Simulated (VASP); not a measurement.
Crystal: LaIn.

```
La In
1.0
     3.95408    0.00000    0.00000
     0.00000    3.95408    0.00000
     0.00000    0.00000    3.95408
La In
1 1
Direct
  0.50000 0.50000 0.50000
  0.00000 0.00000 0.00000
```

| Item | Value |
| --- | --- |
| Program | VASP 6.6.1 |
| Task | relaxation of cell and atoms |
| Functional | PBEsol |
| Dispersion | D3(BJ) |
| Potentials or basis | VASP PAW PBE potentials, release 64 (La, In_d) |
| Cutoff | 600 eV |
| k mesh | 7 × 7 × 7 |
| Occupations | fermi-dirac, width 0.05 eV |
| Spin | no spin polarisation |

At the start: pressure -4.6 GPa; volume 30.91 Å³/atom.

Task: How do energy, volume and symmetry change on relaxing?

Result: Over 3 steps the energy falls by 43.0 meV/atom and the volume is 28.15 Å³/atom (-8.9 %); space group Pm-3m (No. 221, to 0.1 Å) before and after.

The path:
| step | energy change (eV) | largest force (eV/Å) | pressure (GPa) | volume (Å³) |
| --- | --- | --- | --- | --- |
| 1 | 0.0000 | 0.0000 | -4.62 | 61.82 |
| 2 | -0.0701 | 0.0000 | 2.50 | 54.18 |
| 3 | -0.0861 | 0.0000 | 0.01 | 56.30 |

Final structure:
```
CELL_PARAMETERS angstrom
3.83276 0.00000 0.00000
0.00000 3.83276 0.00000
0.00000 0.00000 3.83276
ATOMIC_POSITIONS crystal
La 0.50000 0.50000 0.50000
In 0.00000 0.00000 0.00000
```

Caveat: the PAW data sets were made with another functional, which shifts forces and pressure a little.
